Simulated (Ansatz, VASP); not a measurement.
One calculation of TaN, two programs

```
CELL_PARAMETERS angstrom
5.16113 0.00000 0.00000
-2.58056 4.46967 0.00000
0.00000 0.00000 2.89146
ATOMIC_POSITIONS crystal
Ta 0.33333 0.66667 0.50000
Ta 0.66667 0.33333 0.50000
Ta 0.00000 0.00000 0.00000
N 0.39285 0.00000 0.00000
N 0.60715 0.60715 0.00000
N 0.00000 0.39285 0.00000
```

Alike in both runs: task single point; functional LDA; k mesh 5 × 5 × 8; occupations methfessel-paxton of order 1, width 0.1 eV; no spin polarisation.

|  | VASP | Ansatz |
| --- | --- | --- |
| version | VASP 6.6.1 | Ansatz 0.2.0 |
| potentials or method | VASP PAW LDA potentials, release 64 (Ta_pv, N), cutoff 520 eV | plane waves, PAW |
| valence electrons in the cell | 48 | 54 |

VASP gave:

| Quantity | Value |
| --- | --- |
| pressure (GPa) | -1.7 |
| traceless stress, the component that is largest in VASP (GPa) | -1.69 |

Question: Which values does Ansatz return?

Answer: Pressure (GPa): -3.5; traceless stress, the component that is largest in VASP (GPa): -1.66.

LDA's correlation is that of Perdew and Zunger in VASP and of Perdew and Wang (1992) in Ansatz. VASP's potentials hold 48 valence electrons a cell and Ansatz's 54, so a difference there can come from the potentials and not from the codes.

Spin-orbit coupling is off throughout.
